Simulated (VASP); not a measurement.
A run of VASP 6.6.1 is set up as follows.

Contents of INCAR:

```
SYSTEM = SiNi2
PREC = Accurate ; ENCUT = 520
EDIFF = 1E-6 ; ISMEAR = 0
SIGMA = 0.1 ; LREAL = .False.
LASPH = .True. ; NELM = 80
ALGO = Fast ; ISIF = 2
LWAVE = .False. ; LCHARG = .True.
GGA = PE ; LELF = .True.
LVHAR = .True. ; NBANDS = 33
```

Contents of KPOINTS:

```
regular mesh
0
Gamma
  12 12 8
  0 0 0
```

Contents of POSCAR:

```
SiNi2
1.0
    3.9510455570      0.0000000000      0.0000000000
   -1.9755227785      3.4217058239      0.0000000000
    0.0000000000      0.0000000000      4.7917941151
Si Ni
2 4
Direct
    0.3333333334      0.6666666666      0.7500000000
    0.6666666666      0.3333333334      0.2500000000
    0.0000000000      0.0000000000      0.0000000000
    0.0000000000      0.0000000000      0.5000000000
    0.3333333333      0.6666666667      0.2500000000
    0.6666666667      0.3333333333      0.7500000000
```

Potentials or basis: VASP PAW PBE potentials, release 64 (Si, Ni).

The run is started by

```bash
$ cat potpaw_PBE.64/Si/POTCAR potpaw_PBE.64/Ni/POTCAR > POTCAR
$ mpirun -np 1 vasp_std > vasp.out
```

Problem. Predict the pressure.

Solution. 3.9 GPa.

Problem. Predict the band gap on the k mesh.

Solution. Zero (bands 24 and 25 overlap by 2.92 eV).

Stress tensor (GPa, compression positive):
```
-0.74  0.00  0.00
 0.00 -0.74  0.00
 0.00  0.00 13.30
```

Caveat: the cell differs from its parent crystal (uniaxial strain along c: -4.0 %); the cell stands under pressure. Spin polarisation is off, so any magnetic state and its effect on volume and gap are missing.
